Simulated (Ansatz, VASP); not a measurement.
## SrO: VASP beside Ansatz

The input INCAR:

```
PREC = Accurate ; ENCUT = 600
EDIFF = 1E-6 ; ISMEAR = 0
SIGMA = 0.1 ; LREAL = F
LASPH = T ; NELM = 100
ALGO = Normal ; ISIF = 3
LWAVE = F ; LCHARG = F
GGA = PE ; IBRION = 2
NSW = 90 ; EDIFFG = -0.04
```

Contents of KPOINTS:

```
regular mesh
0
Gamma
  4 4 4
```

Contents of POSCAR:

```
SrO
1.0
    4.4761349600     -4.4761349600      0.0000000000
    4.4761349600      4.4761349600      0.0000000000
    0.0000000000      0.0000000000      4.1146370000
Sr O
2 2
Direct
    0.0000000000      0.0000000000      0.0000000000
    0.5000000000      0.5000000000      0.5000000000
    0.6950000000      0.3050000000      0.0000000000
    0.3050000000      0.6950000000      0.0000000000
```

Input for Ansatz:

```yaml
crystal:
  lattice:
    - [4.47613496, -4.47613496, 0.0]
    - [4.47613496, 4.47613496, 0.0]
    - [0.0, 0.0, 4.114637]
  atoms:
    - { symbol: Sr, position: [0.0, 0.0, 0.0] }
    - { symbol: Sr, position: [0.5, 0.5, 0.5] }
    - { symbol: O, position: [0.695, 0.305, 0.0] }
    - { symbol: O, position: [0.305, 0.695, 0.0] }
basis:
  ecutwfc: 420
kpoints:
  mp_grid: { grid: [4, 4, 4] }
hamiltonian:
  xc: pbe
scf:
  occupations: { method: gaussian, width: 0.1 }
  lower_state_search: "off"
output:
  forces: true
  stress: true
  eigenvalues: true
relax:
  adjacent_minimum: "off"
  f_tol: 0.04
  max_steps: 70
  cell: { stress_tol: 0.4 }
```

Change from the starting cell: ordered vacancies on the anion sites of rutile (Cmmm, No. 65).

Alike in both runs: task relaxation of cell and atoms; functional PBE; k mesh 4 × 4 × 4; occupations gaussian, width 0.1 eV; no spin polarisation.

```csv
,VASP,Ansatz
version,VASP 6.6.1,Ansatz 0.2.0
potentials or method,"VASP PAW PBE potentials, release 64 (Sr_sv, O), cutoff 600 eV","scalar-relativistic, plane waves, PAW"
valence electrons in the cell,32,32
```

```tsv
	VASP	Ansatz	Ansatz less VASP
gap on the k mesh at the Fermi level, each at its own relaxed structure (eV)	none	none	-
relaxed volume (Å³/atom)	31.98	32.70	+0.716
relaxed length of the cell vector where the two differ most in proportion (Å)	5.838	5.924	+0.0859
```

A gap of «none» marks a metal or a gap that the smearing closes.

The k mesh is coarse, so the values compare programs but aren't converged. Noted on VASP's run: the volume moved by over 15 % at a fixed basis, so the end points are rough.
